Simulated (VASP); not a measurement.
# Be2ZnTe2O (P-3m1) in VASP: further runs

Be2ZnTe2O is run at these levels: PBE; tasks: single point.

All numbers are computed with VASP 6.6.1; they aren't measurements. Logs are shortened: lines on timing, memory, paths and dates and some standing lists are left out, and cuts for length are marked.

**1. The cell of the first run**

Symmetry: P-3m1, No. 164, trigonal system. Conventional cell: a = 4.218 Å, b = 4.218 Å, c = 7.894 Å, α = 90.00°, β = 90.00°, γ = 120.00°. Within 3.3 Å of Be (site symmetry 3m) lie 3 Te at 2.53 Å and 3 O at 2.66 Å and 3 Be at 3.25 Å. Zn (site symmetry -3m) has 2 Te at 2.19 Å within 2.9 Å. Te (site symmetry 3m) has 1 O at 1.76 Å and 1 Zn at 2.19 Å within 2.3 Å. O (site symmetry -3m) has 2 Te at 1.76 Å within 2.3 Å.

The cell was built from a structure type or drawn by symmetry, and may not be a known phase.

**2. Single point, PBE**

Input file INCAR:

```
SYSTEM = Be2ZnTe2O
PREC = Accurate
ENCUT = 520
EDIFF = 1E-7
ISMEAR = 0
SIGMA = 0.1
LREAL = .False.
LASPH = .True.
NELM = 60
ALGO = Normal
ISIF = 2
LWAVE = .False.
LCHARG = .False.
GGA = PE
NBANDS = 26
```

Input file KPOINTS:

```
Automatic mesh
0
Gamma
  6 6 2
  0 0 0
```

Input file POSCAR:

```
Be2ZnTe2O
1.0
    4.2176257000      0.0000000000      0.0000000000
   -2.1088128500      3.6525710000      0.0000000000
    0.0000000000      0.0000000000      7.8938027700
Be Zn Te O
2 1 2 1
Direct
    0.3333333300      0.6666666700      0.3637280900
    0.6666666700      0.3333333300      0.6362719100
    0.0000000000      0.0000000000      0.0000000000
    0.0000000000      0.0000000000      0.2768095800
    0.0000000000      0.0000000000      0.7231904200
    0.0000000000      0.0000000000      0.5000000000
```

Potentials or basis: VASP PAW PBE potentials, release 64 (Be, Zn, Te, O).

Command:

```bash
> cat potpaw_PBE.64/Be/POTCAR potpaw_PBE.64/Zn/POTCAR potpaw_PBE.64/Te/POTCAR potpaw_PBE.64/O/POTCAR > POTCAR
> mpirun -np 1 vasp_std > vasp.out
```

OUTCAR:

```text
SYSTEM = Be2ZnTe2O
   PREC = Accurate
   ENCUT = 520
   EDIFF = 1E-7
   ISMEAR = 0
   LREAL = .False.
   LASPH = .True.
   NELM = 60
   ISIF = 2
   GGA = PE

 ion  position               nearest neighbor table
   1  0.333  0.667  0.364-   4 2.53   4 2.53   4 2.53
   2  0.667  0.333  0.636-   5 2.53   5 2.53   5 2.53
   3  0.000  0.000  0.000-   4 2.19   5 2.19
   4  0.000  0.000  0.277-   6 1.76   3 2.19   1 2.53   1 2.53   1 2.53   5 3.52
   5  0.000  0.000  0.723-   6 1.76   3 2.19   2 2.53   2 2.53   2 2.53   4 3.52
   6  0.000  0.000  0.500-   4 1.76   5 1.76

  LATTYP: Found a hexagonal cell.
 ALAT       =     4.2176257000
 C/A-ratio  =     1.8716224083

  Lattice vectors:

 A1 = (   4.2176257000,   0.0000000000,   0.0000000000)
 A2 = (  -2.1088128500,   3.6525710000,   0.0000000000)
 A3 = (   0.0000000000,   0.0000000000,   7.8938027700)

Analysis of symmetry for initial positions (statically):
=====================================================================
 Subroutine PRICEL returns:
 Original cell was already a primitive cell.

 Routine SETGRP: Setting up the symmetry group for a
 hexagonal supercell.

 Subroutine GETGRP returns: Found 12 space group operations
 (whereof 12 operations were pure point group operations)
 out of a pool of 24 trial point group operations.

The static configuration has the point symmetry D_3d.

Analysis of symmetry for dynamics (positions and initial velocities):
=====================================================================
 Subroutine PRICEL returns:
 Original cell was already a primitive cell.

 Routine SETGRP: Setting up the symmetry group for a
 hexagonal supercell.

 Subroutine GETGRP returns: Found 12 space group operations
 (whereof 12 operations were pure point group operations)
 out of a pool of 24 trial point group operations.

The dynamic configuration has the point symmetry D_3d.

 Subroutine INISYM returns: Found 12 space group operations
 (whereof 12 operations are pure point group operations),
 and found     1 'primitive' translations

----------------------------------------------------------------------------------------

                                     Primitive cell

  volume of cell :     121.6054

  direct lattice vectors                    reciprocal lattice vectors
     4.217625700  0.000000000  0.000000000     0.237100224  0.136889878  0.000000000
    -2.108812850  3.652571000  0.000000000     0.000000000  0.273779757  0.000000000
     0.000000000  0.000000000  7.893802770     0.000000000  0.000000000  0.126681655

  length of vectors
     4.217625700  4.217625700  7.893802770     0.273779757  0.273779757  0.126681655

  position of ions in fractional coordinates (direct lattice)
     0.333333330  0.666666670  0.363728090
     0.666666670  0.333333330  0.636271910
     0.000000000  0.000000000  0.000000000
     0.000000000  0.000000000  0.276809580
     0.000000000  0.000000000  0.723190420
     0.000000000  0.000000000  0.500000000

  ion indices of the primitive-cell ions
   primitive index   ion index
                 1           1
                 2           2
                 3           3
                 4           4
                 5           5
                 6           6

----------------------------------------------------------------------------------------

 KPOINTS: Automatic mesh

Automatic generation of k-mesh.
 Grid dimensions read from file:
 generate k-points for:    6    6    2

 Generating k-lattice:

  Cartesian coordinates                     Fractional coordinates (reciprocal lattice)
     0.039516704  0.022814980  0.000000000     0.166666667  0.000000000  0.000000000
     0.000000000  0.045629959  0.000000000     0.000000000  0.166666667  0.000000000
     0.000000000  0.000000000  0.063340828     0.000000000  0.000000000  0.500000000

  Length of vectors
     0.045629959  0.045629959  0.063340828

  Shift w.r.t. Gamma in fractional coordinates (k-lattice)
     0.000000000  0.000000000  0.000000000

 Subroutine IBZKPT returns following result:
 ===========================================

 Found     14 irreducible k-points:

 Following reciprocal coordinates:
            Coordinates               Weight
  0.000000  0.000000  0.000000      1.000000
  0.166667  0.000000  0.000000      6.000000
  0.333333 -0.000000  0.000000      6.000000
  0.500000  0.000000  0.000000      3.000000
  0.166667  0.166667  0.000000      6.000000
  0.333333  0.166667  0.000000     12.000000
  0.333333  0.333333  0.000000      2.000000
  0.000000  0.000000  0.500000      1.000000
  0.166667  0.000000  0.500000      6.000000
  0.333333 -0.000000  0.500000      6.000000
  0.500000  0.000000  0.500000      3.000000
  0.166667  0.166667  0.500000      6.000000
  0.333333  0.166667  0.500000     12.000000
  0.333333  0.333333  0.500000      2.000000
   k-points           NKPTS =     14   k-points in BZ     NKDIM =     14   number of bands    NBANDS=     26
   number of dos      NEDOS =    301   number of ions     NIONS =      6
   total plane-waves  NPLWV =  61440
   dimension x,y,z NGX =    32 NGY =   32 NGZ =   60
   dimension x,y,z NGXF=    64 NGYF=   64 NGZF=  120
   ions per type =               2   1   2   1
   NGX,Y,Z   is equivalent  to a cutoff of  12.61, 12.61, 12.64 a.u.
   NGXF,Y,Z  is equivalent  to a cutoff of  25.23, 25.23, 25.27 a.u.
 SYSTEM =  Be2ZnTe2O
   PREC   = accura    normal or accurate (medium, high low for compatibility)
   ISTART =      0    job   : 0-new  1-cont  2-samecut
   ICHARG =      2    charge: 1-file 2-atom 10-const
   ISPIN  =      1    spin polarized calculation?
   LNONCOLLINEAR =      F non collinear calculations
   LSORBIT =      F    spin-orbit coupling
   LASPH  =      T    aspherical Exc in radial PAW
   ENCUT  =  520.0 eV  38.22 Ry    6.18 a.u.   7.84  7.84 14.68*2*pi/ulx,y,z
   NELM   =     60;   NELMIN=  2; NELMDL= -5     # of ELM steps
   EDIFF  = 0.1E-06   stopping-criterion for ELM
   LREAL  =      F    real-space projection
   EDIFFG = 0.1E-05   stopping-criterion for IOM
   NSW    =      0    number of steps for IOM
   IBRION =     -1    ionic relax: 0-MD 1-quasi-New 2-CG
   NFREE  =      0    steps in history (QN), initial steepest desc. (CG)
   ISIF   =      2    stress and relaxation
   ISYM   =      2    0-nonsym 1-usesym 2-fastsym
   POTIM  = 0.5000    time-step for ionic-motion
   TEBEG  =    0.0;   TEEND  =   0.0 temperature during run
   PSTRESS=    0.0 pullay stress
   NELECT =      34.0000    total number of electrons
   NUPDOWN=      -1.0000    fix difference up-down
   EMIN   =  10.00;   EMAX   =-10.00  energy-range for DOS
   EFERMI =   0.00;   METHOD = LEGACY
   ISMEAR =     0;   SIGMA  =   0.10  broadening in eV -4-tet -1-fermi 0-gaus
   EFERMI_NEDOS =   21; number of points for ismear=-14 and -15
   IALGO  =     38    algorithm
   IMIX   =      4    mixing-type and parameters
     AMIX     =   0.40;   BMIX     =  1.00
     AMIX_MAG =   1.60;   BMIX_MAG =  1.00
  volume/ion in A,a.u.               =      20.27       136.77
  Fermi-wavevector in a.u.,A,eV,Ry     =   1.070492  2.022937 15.591643  1.145953
  Thomas-Fermi vector in A             =   2.206204
   LORBIT       =      0    0 simple, 1 ext, 2 COOP (PROOUT), +10 PAW based schemes
   GGA     = PE    functional components
   LHFCALC =     F    Hartree Fock is set to
   AEXX    =    0.0000 exact exchange contribution
   IVDW    =     0    specifies the selected vdW correction
   LEPSILON=     F    determine dielectric tensor
   LRPA    =     F    only Hartree local field effects (RPA)
 non-spin polarized calculation
 Gauss-broadening in eV      SIGMA  =   0.10
  energy-cutoff  :      520.00
  volume of cell :      121.61
 maximum number of plane-waves:      3312
 NGX is ok and might be reduce to    32
   NGX = 15   NGY = 15   NGZ = 29

 number of electron      33.9999988 magnetization

 Free energy of the ion-electron system (eV)
  ---------------------------------------------------
  ext. energy  EPLUGINS =         0.00000000
  ---------------------------------------------------
  free energy    TOTEN  =       -11.90374725 eV

  energy without entropy =      -11.88910137  energy(sigma->0) =      -11.89642431

 E-fermi :   5.4098     XC(G=0):  -9.0714

 val. band max:        5.3925373813   @ k =   0.3333   0.1667   0.0000
 cond. band min:       5.4172438782   @ k =   0.1667   0.0000   0.0000
 fundamental gap:      0.0247064969
 Fermi energy:         5.4097960012

 k-point     1 :       0.0000    0.0000    0.0000
  band No.  band energies     occupation
      1     -17.0768      2.00000
      2      -9.3577      2.00000
      3      -7.5158      2.00000
      4      -3.5617      2.00000
      5      -3.5617      2.00000
      6      -3.3353      2.00000
[... 18 lines left out ...]
     25       9.8289      0.00000
     26      10.8515      0.00000

 k-point     2 :       0.1667    0.0000    0.0000
  band No.  band energies     occupation
      1     -17.0627      2.00000
      2      -9.2815      2.00000
      3      -7.4200      2.00000
      4      -3.5866      2.00000
      5      -3.5654      2.00000
      6      -3.3077      2.00000
[... 18 lines left out ...]
     25      10.1416      0.00000
     26      10.6958      0.00000

 k-point     3 :       0.3333   -0.0000    0.0000
  band No.  band energies     occupation
      1     -17.0344      2.00000
      2      -9.1198      2.00000
      3      -7.2072      2.00000
      4      -3.6276      2.00000
      5      -3.5730      2.00000
      6      -3.2328      2.00000
[... 282 lines left out ...]
 k-point    13 :       0.3333    0.1667    0.5000
  band No.  band energies     occupation
      1     -17.0198      2.00000
      2      -9.2424      2.00000
      3      -5.8356      2.00000
      4      -5.1865      2.00000
      5      -3.7319      2.00000
      6      -3.6257      2.00000
[... 18 lines left out ...]
     25      10.5737      0.00000
     26      11.7366      0.00000

 k-point    14 :       0.3333    0.3333    0.5000
  band No.  band energies     occupation
      1     -17.0128      2.00000
      2      -9.1979      2.00000
      3      -5.7351      2.00000
      4      -5.1773      2.00000
      5      -3.6905      2.00000
      6      -3.6905      2.00000
[... 18 lines left out ...]
     25      10.1591      0.00000
     26      11.2959      0.00000

------------------------ aborting loop because EDIFF is reached ----------------------------------------

  FORCE on cell =-STRESS in cart. coord.  units (eV):
  Direction    XX          YY          ZZ          XY          YZ          ZX
  --------------------------------------------------------------------------------------
  -------------------------------------------------------------------------------------
  Total       -0.2671875     -0.2671875     63.9976889      0.0000000      0.0000000     -0.0000000
  in kB       -3.5202523     -3.5202523    843.1831138      0.0000000      0.0000000     -0.0000000
  external PRESSURE =     278.7142031 kB  Pullay stress =       0.0000000 kB

 VOLUME and BASIS-vectors are now :
 -----------------------------------------------------------------------------
  energy-cutoff  :      520.00
  volume of cell :      121.61
      direct lattice vectors                 reciprocal lattice vectors
     4.217625700  0.000000000  0.000000000     0.237100224  0.136889878  0.000000000
    -2.108812850  3.652571000  0.000000000     0.000000000  0.273779757  0.000000000
     0.000000000  0.000000000  7.893802770     0.000000000  0.000000000  0.126681655

 POSITION                                       TOTAL-FORCE (eV/Angst)
 -----------------------------------------------------------------------------------
     -0.00000      2.43505      2.87120         0.000000      0.000000     -0.982485
      2.10881      1.21752      5.02260        -0.000000      0.000000      0.982485
      0.00000      0.00000      0.00000        -0.000000      0.000000      0.000000
      0.00000      0.00000      2.18508        -0.000000      0.000000     -3.396108
      0.00000      0.00000      5.70872         0.000000     -0.000000      3.396108
      0.00000      0.00000      3.94690        -0.000000      0.000000      0.000000
 -----------------------------------------------------------------------------------
    total drift:                                0.000000      0.000000      0.000000

  FREE ENERGIE OF THE ION-ELECTRON SYSTEM (eV)
  ---------------------------------------------------
  free  energy   TOTEN  =       -11.9037472507 eV

  energy  without entropy=      -11.8891013679  energy(sigma->0) =      -11.89642431
```

Run time: 25 s. Hardware: 1 thread of Intel Xeon 6975P-C (Granite Rapids), shared host; peak memory 0.26 GiB.

What came out:

| Property | Result |
| --- | --- |
| Free energy | -11.9037 eV |
| Pressure | 27.9 GPa |
| Largest force | 3.396 eV/Å |
| Band gap on the k mesh | zero (bands 17 and 18 overlap by 0.95 eV) |

Forces on the atoms (eV/Å):
```
Be   0.000  0.000 -0.982
Be   0.000  0.000  0.982
Zn   0.000  0.000  0.000
Te   0.000  0.000 -3.396
Te   0.000  0.000  3.396
O    0.000  0.000  0.000
```

Stress tensor (GPa, compression positive):
```
-0.35  0.00  0.00
 0.00 -0.35  0.00
 0.00  0.00 84.32
```

Caveat: the k points lie up to 0.40 Å⁻¹ apart, too coarse for converged energies and pressures of a metal; spin-orbit coupling is left out, which moves the levels of the heavy elements; forces of over 1 eV/Å act on the atoms, so gaps and moduli don't describe the material at rest.

(Continued in part 2 of 2.)
